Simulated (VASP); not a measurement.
# As (C2/m) in VASP: further runs

As is run at these levels: LDA; tasks: single point.

All numbers are computed with VASP 6.6.1; they aren't measurements. Logs are shortened: lines on timing, memory, paths and dates and some standing lists are left out, and cuts for length are marked.

### Step 1. The cell of the first run

It takes space group C2/m (No. 12, monoclinic). Conventional cell: a = 5.202 Å, b = 3.003 Å, c = 4.865 Å, α = 90.00°, β = 90.00°, γ = 90.00°. As (site symmetry m) has 1 As at 1.91 Å within 2.5 Å.

### Step 2. Single point, LDA (shortest bond scaled by 0.64)

The input, INCAR:

```
ALGO = Normal
EDIFF = 1E-6
ENCUT = 520
ISIF = 2
ISMEAR = -1
LASPH = True
LCHARG = False
LREAL = False
LWAVE = False
NBANDS = 12
NELM = 80
PREC = Accurate
SIGMA = 0.05
```

The input, KPOINTS:

```
k-points
0
Gamma
  11 11 6
```

The input, POSCAR:

```
As
1.0
    3.0031658500      0.0000000000      0.0000000000
   -1.5015829250      2.6008179178      0.0000000000
    0.0000000000      0.0000000000      4.8651286769
As
2
Direct
    0.2133333333      0.6066666667      0.1600000000
    0.7866666667      0.3933333333      0.8400000000
```

Potentials or basis: VASP PAW LDA potentials, release 64 (As).

Command:

```bash
$ cat potpaw_LDA.64/As/POTCAR > POTCAR
$ mpirun -np 1 vasp_std > vasp.out
```

OUTCAR:

```text
EDIFF = 1E-6
   ENCUT = 520
   ISIF = 2
   ISMEAR = -1
   LASPH = True
   LREAL = False
   NELM = 80
   PREC = Accurate

 ion  position               nearest neighbor table
   1  0.213  0.607  0.160-   2 1.91   2 2.63   2 2.63
   2  0.787  0.393  0.840-   1 1.91   1 2.63   1 2.63

  LATTYP: Found a hexagonal cell.
 ALAT       =     3.0031658500
 C/A-ratio  =     1.6200000000

  Lattice vectors:

 A1 = (   3.0031658500,   0.0000000000,   0.0000000000)
 A2 = (  -1.5015829250,   2.6008179178,   0.0000000000)
 A3 = (   0.0000000000,   0.0000000000,   4.8651286769)

Analysis of symmetry for initial positions (statically):
=====================================================================
 Subroutine PRICEL returns:
 Original cell was already a primitive cell.

 Routine SETGRP: Setting up the symmetry group for a
 hexagonal supercell.

 Subroutine GETGRP returns: Found  4 space group operations
 (whereof  4 operations were pure point group operations)
 out of a pool of 24 trial point group operations.

The static configuration has the point symmetry C_2h.

Analysis of symmetry for dynamics (positions and initial velocities):
=====================================================================
 Subroutine PRICEL returns:
 Original cell was already a primitive cell.

 Routine SETGRP: Setting up the symmetry group for a
 hexagonal supercell.

 Subroutine GETGRP returns: Found  4 space group operations
 (whereof  4 operations were pure point group operations)
 out of a pool of 24 trial point group operations.

The dynamic configuration has the point symmetry C_2h.

 Subroutine INISYM returns: Found  4 space group operations
 (whereof  4 operations are pure point group operations),
 and found     1 'primitive' translations

----------------------------------------------------------------------------------------

                                     Primitive cell

  volume of cell :      38.0000

  direct lattice vectors                    reciprocal lattice vectors
     3.003165850  0.000000000  0.000000000     0.332981943  0.192247214  0.000000000
    -1.501582925  2.600817918  0.000000000     0.000000000  0.384494429  0.000000000
     0.000000000  0.000000000  4.865128677     0.000000000  0.000000000  0.205544409

  length of vectors
     3.003165850  3.003165850  4.865128677     0.384494429  0.384494429  0.205544409

  position of ions in fractional coordinates (direct lattice)
     0.213333333  0.606666667  0.160000000
     0.786666667  0.393333333  0.840000000

  ion indices of the primitive-cell ions
   primitive index   ion index
                 1           1
                 2           2

----------------------------------------------------------------------------------------

 KPOINTS: k-points

Automatic generation of k-mesh.
 Grid dimensions read from file:
 generate k-points for:   11   11    6

 Generating k-lattice:

  Cartesian coordinates                     Fractional coordinates (reciprocal lattice)
     0.030271086  0.017477019  0.000000000     0.090909091  0.000000000  0.000000000
     0.000000000  0.034954039  0.000000000     0.000000000  0.090909091  0.000000000
     0.000000000  0.000000000  0.034257402     0.000000000  0.000000000  0.166666667

  Length of vectors
     0.034954039  0.034954039  0.034257402

  Shift w.r.t. Gamma in fractional coordinates (k-lattice)
     0.000000000  0.000000000  0.000000000

 Subroutine IBZKPT returns following result:
 ===========================================

 Found    204 irreducible k-points:

 Following reciprocal coordinates:
            Coordinates               Weight
  0.000000  0.000000  0.000000      1.000000
  0.090909  0.000000  0.000000      2.000000
  0.000000  0.090909  0.000000      4.000000
  0.181818  0.000000  0.000000      2.000000
  0.000000  0.181818  0.000000      4.000000
  0.272727  0.000000  0.000000      2.000000
[... 16 lines left out ...]
  0.454545  0.090909  0.000000      2.000000
 -0.090909 -0.454545  0.000000      4.000000
 [... further k-points ...]
   k-points           NKPTS =    204   k-points in BZ     NKDIM =    204   number of bands    NBANDS=     12
   number of dos      NEDOS =    301   number of ions     NIONS =      2
   total plane-waves  NPLWV =  20736
   dimension x,y,z NGX =    24 NGY =   24 NGZ =   36
   dimension x,y,z NGXF=    48 NGYF=   48 NGZF=   72
   ions per type =               2
   NGX,Y,Z   is equivalent  to a cutoff of  13.29, 13.29, 12.30 a.u.
   NGXF,Y,Z  is equivalent  to a cutoff of  26.57, 26.57, 24.60 a.u.
 SYSTEM =  unknown system
   PREC   = accura    normal or accurate (medium, high low for compatibility)
   ISTART =      0    job   : 0-new  1-cont  2-samecut
   ICHARG =      2    charge: 1-file 2-atom 10-const
   ISPIN  =      1    spin polarized calculation?
   LNONCOLLINEAR =      F non collinear calculations
   LSORBIT =      F    spin-orbit coupling
   LASPH  =      T    aspherical Exc in radial PAW
   ENCUT  =  520.0 eV  38.22 Ry    6.18 a.u.   5.58  5.58  9.05*2*pi/ulx,y,z
   NELM   =     80;   NELMIN=  2; NELMDL= -5     # of ELM steps
   EDIFF  = 0.1E-05   stopping-criterion for ELM
   LREAL  =      F    real-space projection
   EDIFFG = 0.1E-04   stopping-criterion for IOM
   NSW    =      0    number of steps for IOM
   IBRION =     -1    ionic relax: 0-MD 1-quasi-New 2-CG
   NFREE  =      0    steps in history (QN), initial steepest desc. (CG)
   ISIF   =      2    stress and relaxation
   ISYM   =      2    0-nonsym 1-usesym 2-fastsym
   POTIM  = 0.5000    time-step for ionic-motion
   TEBEG  =    0.0;   TEEND  =   0.0 temperature during run
   PSTRESS=    0.0 pullay stress
   NELECT =      10.0000    total number of electrons
   NUPDOWN=      -1.0000    fix difference up-down
   EMIN   =  10.00;   EMAX   =-10.00  energy-range for DOS
   EFERMI =   0.00;   METHOD = LEGACY
   ISMEAR =    -1;   SIGMA  =   0.05  broadening in eV -4-tet -1-fermi 0-gaus
   EFERMI_NEDOS =   21; number of points for ismear=-14 and -15
   IALGO  =     38    algorithm
   IMIX   =      4    mixing-type and parameters
     AMIX     =   0.40;   BMIX     =  1.00
     AMIX_MAG =   1.60;   BMIX_MAG =  1.00
  volume/ion in A,a.u.               =      19.00       128.22
  Fermi-wavevector in a.u.,A,eV,Ry     =   1.049092  1.982497 14.974495  1.100594
  Thomas-Fermi vector in A             =   2.184041
   LORBIT       =      0    0 simple, 1 ext, 2 COOP (PROOUT), +10 PAW based schemes
   GGA     = CA    functional components
   LHFCALC =     F    Hartree Fock is set to
   AEXX    =    0.0000 exact exchange contribution
   IVDW    =     0    specifies the selected vdW correction
   LEPSILON=     F    determine dielectric tensor
   LRPA    =     F    only Hartree local field effects (RPA)
 non-spin polarized calculation
  energy-cutoff  :      520.00
  volume of cell :       38.00
 maximum number of plane-waves:      1044
   NGX = 11   NGY = 11   NGZ = 19

 number of electron      10.0000000 magnetization

 number of electron       9.9999999 magnetization

 Free energy of the ion-electron system (eV)
  ---------------------------------------------------
  ext. energy  EPLUGINS =         0.00000000
  ---------------------------------------------------
  free energy    TOTEN  =        -7.33275663 eV

  energy without entropy =       -7.32418761  energy(sigma->0) =       -7.32847212

 E-fermi :   6.4647     XC(G=0): -10.5189

 val. band max:        6.4628521181   @ k =   0.0000   0.0909   0.3333
 cond. band min:       6.4653237895   @ k =  -0.0909   0.0909   0.1667
 fundamental gap:      0.0024716714
 Fermi energy:         6.4647128204

 k-point     1 :       0.0000    0.0000    0.0000
  band No.  band energies     occupation
      1     -11.3307      2.00000
      2      -3.0922      2.00000
      3       0.9945      2.00000
      4       7.6989      0.00000
      5       9.0350      0.00000
      6      10.0140      0.00000
      7      10.7365      0.00000
      8      15.8335      0.00000
      9      16.3316      0.00000
     10      17.0518      0.00000
     11      18.0065      0.00000
     12      18.7797      0.00000

 k-point     2 :       0.0909    0.0000    0.0000
  band No.  band energies     occupation
      1     -11.1573      2.00000
      2      -2.9416      2.00000
      3       1.1434      2.00000
      4       6.0016      1.99981
      5       8.1565      0.00000
      6      10.7062      0.00000
      7      11.5340      0.00000
      8      14.4331      0.00000
      9      16.2955      0.00000
     10      17.1333      0.00000
     11      18.3917      0.00000
     12      18.3949      0.00000

 k-point     3 :       0.0000    0.0909    0.0000
  band No.  band energies     occupation
      1     -11.1670      2.00000
      2      -2.9364      2.00000
      3       1.1376      2.00000
      4       6.3691      1.74273
      5       8.7502      0.00000
      6       9.0180      0.00000
      7      11.5152      0.00000
      8      15.6674      0.00000
      9      16.6733      0.00000
     10      17.0521      0.00000
     11      18.2991      0.00000
     12      18.4283      0.00000
[... 286 lines left out ...]
 k-point    23 :       0.4545    0.0909    0.0000
  band No.  band energies     occupation
      1      -7.2049      2.00000
      2      -4.3635      2.00000
      3       1.8242      2.00000
      4       2.5856      2.00000
      5       3.6799      2.00000
      6       6.4922      0.73213
      7       8.4065      0.00000
      8      10.7601      0.00000
      9      11.8071      0.00000
     10      16.6423      0.00000
     11      18.4371      0.00000
     12      21.3886      0.00000

 k-point    24 :      -0.0909   -0.4545    0.0000
  band No.  band energies     occupation
      1      -7.8565      2.00000
      2      -3.0030      2.00000
      3       0.8436      2.00000
      4       3.2601      2.00000
      5       3.9737      2.00000
      6       5.6493      2.00000
      7       8.2800      0.00000
      8       9.9854      0.00000
      9      13.4821      0.00000
     10      16.0144      0.00000
     11      18.0234      0.00000
     12      20.8244      0.00000

 [... further k-points ...]
[... 5 lines left out ...]
  --------------------------------------------------------------------------------------
  -------------------------------------------------------------------------------------
  Total        9.7911570      5.5845394     16.4846621      3.6430377      5.6059185      9.7097357
  in kB      412.8202562    235.4584831    695.0355776    153.5998012    236.3598821    409.3873250
  external PRESSURE =     447.7714389 kB  Pullay stress =       0.0000000 kB

 VOLUME and BASIS-vectors are now :
 -----------------------------------------------------------------------------
  energy-cutoff  :      520.00
  volume of cell :       38.00
      direct lattice vectors                 reciprocal lattice vectors
     3.003165850  0.000000000  0.000000000     0.332981943  0.192247214  0.000000000
    -1.501582925  2.600817918  0.000000000     0.000000000  0.384494429  0.000000000
     0.000000000  0.000000000  4.865128677     0.000000000  0.000000000  0.205544409

 POSITION                                       TOTAL-FORCE (eV/Angst)
 -----------------------------------------------------------------------------------
     -0.27028      1.57783      0.77842         6.345325      3.663475     10.866424
      1.77187      1.02299      4.08671        -6.345325     -3.663475    -10.866424
 -----------------------------------------------------------------------------------
    total drift:                                0.000000      0.000000     -0.000000

  FREE ENERGIE OF THE ION-ELECTRON SYSTEM (eV)
  ---------------------------------------------------
  free  energy   TOTEN  =        -7.3327566341 eV

  energy  without entropy=       -7.3241876069  energy(sigma->0) =       -7.32847212
```

Wall time 29 s (1 thread of Intel Xeon 6975P-C, shared host); peak memory 0.2 GiB.

Results:

```
Free energy            : -7.3328 eV
Pressure               : 44.8 GPa
Largest force          : 13.106 eV/Å
Band gap on the k mesh : zero (band 5 reaches 9.12 eV, above the bottom of band 6 at 5.34 eV)
```

Forces on the atoms (eV/Å):
```
As    6.345   3.663  10.866
As   -6.345  -3.663 -10.866
```

Levels at points of the mesh, in eV from the Fermi level:
```
           k point  band 2  band 3  band 4  band 5  band 6  band 7  band 8  band 9
(0.00, 0.00, 0.00)   -9.56   -5.47    1.23    2.57    3.55    4.27    9.37    9.87
(0.00, 0.00, 0.50)  -10.84   -2.22    1.64    2.65    2.83    4.12    4.30    9.36
```

Caveat: the cell differs from its parent crystal (shortest bond scaled by 0.64); forces of over 1 eV/Å act on the atoms, so gaps and moduli don't describe the material at rest.

### Step 3. Single point, LDA (shortest bond scaled by 0.64)

The input, INCAR:

```
ALGO = Normal
EDIFF = 1E-6
ENCUT = 520
GGA = CA
ISIF = 2
ISMEAR = -1
LASPH = True
LCHARG = True
LELF = True
LREAL = False
LVHAR = True
LWAVE = False
NBANDS = 12
NELM = 80
PREC = Accurate
SIGMA = 0.05
```

KPOINTS is that of step 2.

POSCAR is that of step 2.

Potentials or basis: VASP PAW LDA potentials, release 64 (As).

Command:

```bash
$ cat potpaw_LDA.64/As/POTCAR > POTCAR
$ mpirun -np 1 vasp_std > vasp.out
```

Wall time 36 s (1 thread of Intel Xeon 6975P-C, shared host); peak memory 0.2 GiB.

Results (log left out):

| Quantity | Value |
| --- | --- |
| Free energy | -7.3328 eV |
| Pressure | 44.8 GPa |
| Largest force | 13.106 eV/Å |
| Band gap on the k mesh | zero (band 5 reaches 9.12 eV, above the bottom of band 6 at 5.34 eV) |

Forces in eV/Å, atoms in the order of the input:
```
As    6.345   3.663  10.866
As   -6.345  -3.663 -10.866
```

Stress tensor (GPa, compression positive):
```
41.28 15.36 40.94
15.36 23.55 23.64
40.94 23.64 69.50
```

Levels at points of the mesh, in eV from the Fermi level:
| k point | band 2 | band 3 | band 4 | band 5 | band 6 | band 7 | band 8 | band 9 |
| --- | --- | --- | --- | --- | --- | --- | --- | --- |
| (0.00, 0.00, 0.00) | -9.56 | -5.47 | 1.23 | 2.57 | 3.55 | 4.27 | 9.37 | 9.87 |
| (0.00, 0.00, 0.50) | -10.84 | -2.22 | 1.64 | 2.65 | 2.83 | 4.12 | 4.30 | 9.36 |

Caveat: the cell differs from its parent crystal (shortest bond scaled by 0.64); forces of over 1 eV/Å act on the atoms, so gaps and moduli don't describe the material at rest.

### Step 4. Single point, LDA (shortest bond scaled by 0.58)

The input, INCAR:

```
PREC = Accurate
ENCUT = 520
EDIFF = 1E-6
ISMEAR = -1
SIGMA = 0.05
LREAL = False
LASPH = True
NELM = 100
ALGO = Normal
ISIF = 2
LWAVE = False
LCHARG = False
NBANDS = 12
```

The input, KPOINTS:

```
Automatic mesh
0
Gamma
  11 11 6
```

The input, POSCAR:

```
As
1.0
    3.0031658500      0.0000000000      0.0000000000
   -1.5015829250      2.6008179178      0.0000000000
    0.0000000000      0.0000000000      4.8651286769
As
2
Direct
    0.1933333333      0.5966666667      0.1450000000
    0.8066666667      0.4033333333      0.8550000000
```

Command:

```bash
$ cat potpaw_LDA.64/As/POTCAR > POTCAR
$ mpirun -np 1 vasp_std > vasp.out
```

Wall time 38 s (1 thread of Intel Xeon 6975P-C, shared host); peak memory 0.2 GiB.

It converged, with:

| Item | Value |
| --- | --- |
| Free energy | -3.8798 eV |
| Pressure | 81.0 GPa |
| Largest force | 26.972 eV/Å |
| Band gap on the k mesh | zero (band 5 reaches 8.05 eV, above the bottom of band 6 at 5.63 eV) |

Forces on the atoms (eV/Å):
```
As   13.069   7.545  22.356
As  -13.069  -7.545 -22.356
```

Stress tensor (GPa, compression positive):
```
 73.14  30.28  77.30
 30.28  38.17  44.63
 77.30  44.63 131.64
```

Levels at points of the mesh, in eV from the Fermi level:
```
           k point  band 1  band 2  band 3  band 4  band 5  band 6  band 7  band 8  band 9  band 10
(0.00, 0.00, 0.00)  -18.55   -9.17   -5.04    0.98    1.61    2.58    4.54    9.49    9.78    11.25
(0.00, 0.00, 0.50)  -18.47  -10.31   -2.20    1.55    1.67    2.53    4.08    4.57    9.85     9.92
```

Caveat: the cell differs from its parent crystal (shortest bond scaled by 0.58); forces of over 1 eV/Å act on the atoms, so gaps and moduli don't describe the material at rest.

### Step 5. Single point, LDA (shortest bond scaled by 0.58)

The input, INCAR:

```
SYSTEM = As
ALGO = Normal
EDIFF = 1E-7
ENCUT = 520
ISIF = 2
ISMEAR = -1
LASPH = .True.
LCHARG = .False.
LREAL = .False.
LWAVE = .False.
NBANDS = 12
NELM = 100
PREC = Accurate
SIGMA = 0.05
```

The input, KPOINTS:

```
k-points
0
Gamma
  11 11 6
  0 0 0
```

POSCAR is that of step 4.

Command:

```bash
$ cat potpaw_LDA.64/As/POTCAR > POTCAR
$ mpirun -np 1 vasp_std > vasp.out
```

It took 49 s on 1 thread of Intel Xeon 6975P-C, shared host; peak memory 0.2 GiB.

The run converged. Its results:

- Free energy: -3.8798 eV
- Pressure: 81.0 GPa
- Largest force: 26.973 eV/Å
- Band gap on the k mesh: zero (band 5 reaches 8.05 eV, above the bottom of band 6 at 5.63 eV)

Forces in eV/Å, atoms in the order of the input:
```
As   13.069   7.545  22.356
As  -13.069  -7.545 -22.356
```

Stress tensor (GPa, compression positive):
```
 73.12  30.29  77.30
 30.29  38.15  44.63
 77.30  44.63 131.62
```

Levels at points of the mesh, in eV from the Fermi level:
| k point | band 3 | band 4 | band 5 | band 6 | band 7 | band 8 |
| --- | --- | --- | --- | --- | --- | --- |
| (0.00, 0.00, 0.00) | -5.04 | 0.98 | 1.61 | 2.58 | 4.54 | 9.49 |
| (0.00, 0.00, 0.50) | -2.20 | 1.55 | 1.67 | 2.53 | 4.08 | 4.57 |

Caveat: the cell differs from its parent crystal (shortest bond scaled by 0.58); forces of over 1 eV/Å act on the atoms, so gaps and moduli don't describe the material at rest.
